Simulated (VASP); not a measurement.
# BN (R3m) in VASP: single point with LDA

Aim: the single point of BN with LDA.

Program: VASP 6.6.1. These are calculated values, not measurements. Logs are shortened: lines on timing, memory, paths and dates and some standing lists are left out, and cuts for length are marked.

### Step 1. The cell of the first run

Symmetry: R3m, No. 160, trigonal system. The conventional cell has a = 2.502 Å, b = 2.502 Å, c = 10.119 Å, α = 90.00°, β = 90.00°, γ = 120.00°. B (site symmetry 3m) has 3 N at 1.44 Å within 1.9 Å. Within 1.9 Å of N (site symmetry 3m) lie 3 B at 1.44 Å.

### Step 2. Single point, LDA

The input, INCAR:

```
ALGO     = Normal         # electronic algorithm
EDIFF    = 1E-6           # SCF threshold, eV
ENCUT    = 520            # plane-wave cutoff, eV
GGA      = CA             # functional
ISIF     = 2              # what is computed and relaxed
ISMEAR   = 0              # smearing method
LASPH    = T              # aspherical terms in the spheres
LCHARG   = F              # write CHGCAR
LREAL    = F              # projectors in reciprocal space
LWAVE    = F              # write WAVECAR
NBANDS   = 11             # bands
NELM     = 100            # most SCF steps
PREC     = Accurate       # precision mode
SIGMA    = 0.01           # smearing width, eV
```

The input, KPOINTS:

```
k-points
0
Gamma
  6 6 6
```

The input, POSCAR:

```
BN
1.0
    1.2511217800      0.7223355000      3.3729344000
   -1.2511217800      0.7223355000      3.3729344000
    0.0000000000     -1.4446710000      3.3729344000
B N
1 1
Direct
    0.9996712000      0.9996712000      0.9996712000
    0.3327618000      0.3327618000      0.3327618000
```

Potentials or basis: VASP PAW LDA potentials, release 64 (B, N).

Launch:

```sh
> cat potpaw_LDA.64/B/POTCAR potpaw_LDA.64/N/POTCAR > POTCAR
> mpirun -np 1 vasp_std > vasp.out
```

OUTCAR:

```text
EDIFF = 1E-6
   ENCUT = 520
   GGA = CA
   ISIF = 2
   ISMEAR = 0
   LASPH = T
   LREAL = F
   NELM = 100
   PREC = Accurate

 ion  position               nearest neighbor table
   1  1.000  1.000  1.000-   2 1.44   2 1.44   2 1.44
   2  0.333  0.333  0.333-   1 1.44   1 1.44   1 1.44

  LATTYP: Found a trigonal (rhomboedric) cell.
 ALAT       =     3.6692997629
 COS(alpha) =     0.7674786788

  Lattice vectors:

 A1 = (   1.2511217800,   0.7223355000,   3.3729344000)
 A2 = (  -1.2511217800,   0.7223355000,   3.3729344000)
 A3 = (   0.0000000000,  -1.4446710000,   3.3729344000)

Analysis of symmetry for initial positions (statically):
=====================================================================
 Subroutine PRICEL returns:
 Original cell was already a primitive cell.

 Routine SETGRP: Setting up the symmetry group for a
 trigonal (rhombohedral) supercell.

 Subroutine GETGRP returns: Found  6 space group operations
 (whereof  6 operations were pure point group operations)
 out of a pool of 12 trial point group operations.

The static configuration has the point symmetry C_3v.

Analysis of symmetry for dynamics (positions and initial velocities):
=====================================================================
 Subroutine PRICEL returns:
 Original cell was already a primitive cell.

 Routine SETGRP: Setting up the symmetry group for a
 trigonal (rhombohedral) supercell.

 Subroutine GETGRP returns: Found  6 space group operations
 (whereof  6 operations were pure point group operations)
 out of a pool of 12 trial point group operations.

The dynamic configuration has the point symmetry C_3v.

 Subroutine INISYM returns: Found  6 space group operations
 (whereof  6 operations are pure point group operations),
 and found     1 'primitive' translations

----------------------------------------------------------------------------------------

                                     Primitive cell

  volume of cell :      18.2893

  direct lattice vectors                    reciprocal lattice vectors
     1.251121780  0.722335500  3.372934400     0.399641352  0.230733041  0.098825916
    -1.251121780  0.722335500  3.372934400    -0.399641352  0.230733041  0.098825916
     0.000000000 -1.444671000  3.372934400     0.000000000 -0.461466082  0.098825916

  length of vectors
     3.669299763  3.669299763  3.669299765     0.471929559  0.471929559  0.471929557

  position of ions in fractional coordinates (direct lattice)
     0.999671200  0.999671200  0.999671200
     0.332761800  0.332761800  0.332761800

  ion indices of the primitive-cell ions
   primitive index   ion index
                 1           1
                 2           2

----------------------------------------------------------------------------------------

 KPOINTS: k-points

Automatic generation of k-mesh.
 Grid dimensions read from file:
 generate k-points for:    6    6    6

 Generating k-lattice:

  Cartesian coordinates                     Fractional coordinates (reciprocal lattice)
     0.066606892  0.038455507  0.016470986     0.166666667  0.000000000  0.000000000
    -0.066606892  0.038455507  0.016470986     0.000000000  0.166666667  0.000000000
     0.000000000 -0.076911014  0.016470986     0.000000000  0.000000000  0.166666667

  Length of vectors
     0.078654926  0.078654926  0.078654926

  Shift w.r.t. Gamma in fractional coordinates (k-lattice)
     0.000000000  0.000000000  0.000000000

 Subroutine IBZKPT returns following result:
 ===========================================

 Found     32 irreducible k-points:

 Following reciprocal coordinates:
            Coordinates               Weight
  0.000000  0.000000  0.000000      1.000000
  0.166667  0.000000  0.000000      6.000000
  0.333333  0.000000  0.000000      6.000000
  0.500000  0.000000  0.000000      3.000000
  0.166667  0.166667  0.000000      6.000000
  0.333333  0.166667  0.000000     12.000000
[... 16 lines left out ...]
  0.500000  0.500000  0.166667      6.000000
 -0.333333  0.500000  0.166667     12.000000
 [... further k-points ...]
   k-points           NKPTS =     32   k-points in BZ     NKDIM =     32   number of bands    NBANDS=     11
   number of dos      NEDOS =    301   number of ions     NIONS =      2
   total plane-waves  NPLWV =  21952
   dimension x,y,z NGX =    28 NGY =   28 NGZ =   28
   dimension x,y,z NGXF=    56 NGYF=   56 NGZF=   56
   ions per type =               1   1
   NGX,Y,Z   is equivalent  to a cutoff of  12.69, 12.69, 12.69 a.u.
   NGXF,Y,Z  is equivalent  to a cutoff of  25.37, 25.37, 25.37 a.u.
 SYSTEM =  unknown system
   PREC   = accura    normal or accurate (medium, high low for compatibility)
   ISTART =      0    job   : 0-new  1-cont  2-samecut
   ICHARG =      2    charge: 1-file 2-atom 10-const
   ISPIN  =      1    spin polarized calculation?
   LNONCOLLINEAR =      F non collinear calculations
   LSORBIT =      F    spin-orbit coupling
   LASPH  =      T    aspherical Exc in radial PAW
   ENCUT  =  520.0 eV  38.22 Ry    6.18 a.u.   6.82  6.82  6.82*2*pi/ulx,y,z
   NELM   =    100;   NELMIN=  2; NELMDL= -5     # of ELM steps
   EDIFF  = 0.1E-05   stopping-criterion for ELM
   LREAL  =      F    real-space projection
   EDIFFG = 0.1E-04   stopping-criterion for IOM
   NSW    =      0    number of steps for IOM
   IBRION =     -1    ionic relax: 0-MD 1-quasi-New 2-CG
   NFREE  =      0    steps in history (QN), initial steepest desc. (CG)
   ISIF   =      2    stress and relaxation
   ISYM   =      2    0-nonsym 1-usesym 2-fastsym
   POTIM  = 0.5000    time-step for ionic-motion
   TEBEG  =    0.0;   TEEND  =   0.0 temperature during run
   PSTRESS=    0.0 pullay stress
   NELECT =       8.0000    total number of electrons
   NUPDOWN=      -1.0000    fix difference up-down
   EMIN   =  10.00;   EMAX   =-10.00  energy-range for DOS
   EFERMI =   0.00;   METHOD = LEGACY
   ISMEAR =     0;   SIGMA  =   0.01  broadening in eV -4-tet -1-fermi 0-gaus
   EFERMI_NEDOS =   21; number of points for ismear=-14 and -15
   IALGO  =     38    algorithm
   IMIX   =      4    mixing-type and parameters
     AMIX     =   0.40;   BMIX     =  1.00
     AMIX_MAG =   1.60;   BMIX_MAG =  1.00
  volume/ion in A,a.u.               =       9.14        61.71
  Fermi-wavevector in a.u.,A,eV,Ry     =   1.242717  2.348395 21.012099  1.544346
  Thomas-Fermi vector in A             =   2.377059
   LORBIT       =      0    0 simple, 1 ext, 2 COOP (PROOUT), +10 PAW based schemes
   GGA     = CA    functional components
   LHFCALC =     F    Hartree Fock is set to
   AEXX    =    0.0000 exact exchange contribution
   IVDW    =     0    specifies the selected vdW correction
   LEPSILON=     F    determine dielectric tensor
   LRPA    =     F    only Hartree local field effects (RPA)
 non-spin polarized calculation
 Gauss-broadening in eV      SIGMA  =   0.01
  energy-cutoff  :      520.00
  volume of cell :       18.29
 maximum number of plane-waves:       517
   NGX = 13   NGY = 13   NGZ = 13

 number of electron       8.0000000 magnetization

 Free energy of the ion-electron system (eV)
  ---------------------------------------------------
  ext. energy  EPLUGINS =         0.00000000
  ---------------------------------------------------
  free energy    TOTEN  =       -19.28605148 eV

  energy without entropy =      -19.28605148  energy(sigma->0) =      -19.28605148

 E-fermi :   2.0696     XC(G=0): -10.4316

 val. band max:        2.0016562415   @ k =  -0.3333   0.3333   0.0000
 cond. band min:       6.0931016564   @ k =   0.5000   0.5000   0.0000
 fundamental gap:      4.0914454149
 Fermi energy:         2.0696314212

 k-point     1 :       0.0000    0.0000    0.0000
  band No.  band energies     occupation
      1     -15.5630      2.00000
      2      -2.2029      2.00000
      3       0.7053      2.00000
      4       0.7053      2.00000
      5       6.8454      0.00000
      6      13.5665      0.00000
      7      13.5665      0.00000
      8      14.9758      0.00000
      9      16.8088      0.00000
     10      27.6477      0.00000
     11      29.4373      0.00000

 k-point     2 :       0.1667    0.0000    0.0000
  band No.  band energies     occupation
      1     -15.0180      2.00000
      2      -1.6226      2.00000
      3      -1.2459      2.00000
      4      -0.1799      2.00000
      5       7.8641      0.00000
      6      13.2068      0.00000
      7      13.4277      0.00000
      8      15.7614      0.00000
      9      18.2387      0.00000
     10      24.8507      0.00000
     11      27.3247      0.00000

 k-point     3 :       0.3333    0.0000    0.0000
  band No.  band energies     occupation
      1     -13.5478      2.00000
      2      -4.8300      2.00000
      3      -1.5311      2.00000
      4       0.0160      2.00000
      5       9.1637      0.00000
      6      10.7405      0.00000
      7      13.3801      0.00000
      8      19.0980      0.00000
      9      20.5621      0.00000
     10      21.9176      0.00000
     11      24.5357      0.00000

 k-point     4 :       0.5000    0.0000    0.0000
  band No.  band energies     occupation
      1     -12.3397      2.00000
      2      -6.8900      2.00000
      3      -2.0820      2.00000
      4       1.3984      2.00000
      5       7.1368      0.00000
      6      11.8949      0.00000
      7      14.7007      0.00000
      8      16.6759      0.00000
      9      21.6445      0.00000
     10      23.5830      0.00000
     11      23.7744      0.00000
[... 239 lines left out ...]
 k-point    22 :      -0.1667    0.3333    0.1667
  band No.  band energies     occupation
      1     -12.4417      2.00000
      2      -5.9797      2.00000
      3      -3.2661      2.00000
      4       1.2768      2.00000
      5       7.2458      0.00000
      6      12.4748      0.00000
      7      14.9454      0.00000
      8      17.0706      0.00000
      9      19.9888      0.00000
     10      23.6483      0.00000
     11      24.8298      0.00000

 k-point    23 :       0.5000    0.5000    0.1667
  band No.  band energies     occupation
      1     -13.3934      2.00000
      2      -4.7624      2.00000
      3      -1.5811      2.00000
      4      -1.2289      2.00000
      5       8.7389      0.00000
      6      12.2223      0.00000
      7      15.4714      0.00000
      8      19.2793      0.00000
      9      20.4431      0.00000
     10      22.0074      0.00000
     11      27.3001      0.00000

 k-point    24 :      -0.3333    0.5000    0.1667
  band No.  band energies     occupation
      1     -12.3407      2.00000
      2      -5.9754      2.00000
      3      -3.2939      2.00000
      4       0.4067      2.00000
      5       7.2446      0.00000
      6      13.9597      0.00000
      7      15.5512      0.00000
      8      17.9613      0.00000
      9      21.1850      0.00000
     10      22.6629      0.00000
     11      24.5257      0.00000

 [... further k-points ...]
[... 5 lines left out ...]
  --------------------------------------------------------------------------------------
  -------------------------------------------------------------------------------------
  Total       -0.5931981     -0.5931981     -0.1256088      0.0000000      0.0000000     -0.0000000
  in kB      -51.9652085    -51.9652090    -11.0035519      0.0000000      0.0000000     -0.0000000
  external PRESSURE =     -38.3113231 kB  Pullay stress =       0.0000000 kB

 VOLUME and BASIS-vectors are now :
 -----------------------------------------------------------------------------
  energy-cutoff  :      520.00
  volume of cell :       18.29
      direct lattice vectors                 reciprocal lattice vectors
     1.251121780  0.722335500  3.372934400     0.399641352  0.230733041  0.098825916
    -1.251121780  0.722335500  3.372934400    -0.399641352  0.230733041  0.098825916
     0.000000000 -1.444671000  3.372934400     0.000000000 -0.461466082  0.098825916

 POSITION                                       TOTAL-FORCE (eV/Angst)
 -----------------------------------------------------------------------------------
      0.00000      0.00000     10.11548         0.000000      0.000000     -0.002234
      0.00000      0.00000      3.36715         0.000000      0.000000      0.002234
 -----------------------------------------------------------------------------------
    total drift:                               -0.000000     -0.000000      0.000055

  FREE ENERGIE OF THE ION-ELECTRON SYSTEM (eV)
  ---------------------------------------------------
  free  energy   TOTEN  =       -19.2860514765 eV

  energy  without entropy=      -19.2860514765  energy(sigma->0) =      -19.28605148
```

Run time: 9.4 s. Hardware: 1 thread of Intel Xeon 8259CL, shared host; peak memory 0.13 GiB.

Results:

- Free energy: -19.2861 eV
- Pressure: -3.8 GPa
- Band gap on the k mesh: 4.09 eV, indirect (least direct gap 4.55 eV)

Forces in eV/Å, atoms in the order of the input:
```
B    0.000  0.000 -0.002
N    0.000  0.000  0.002
```

Caveat: the k points lie up to 0.49 Å⁻¹ apart. As with any semilocal functional, this LDA gap is likely too small.
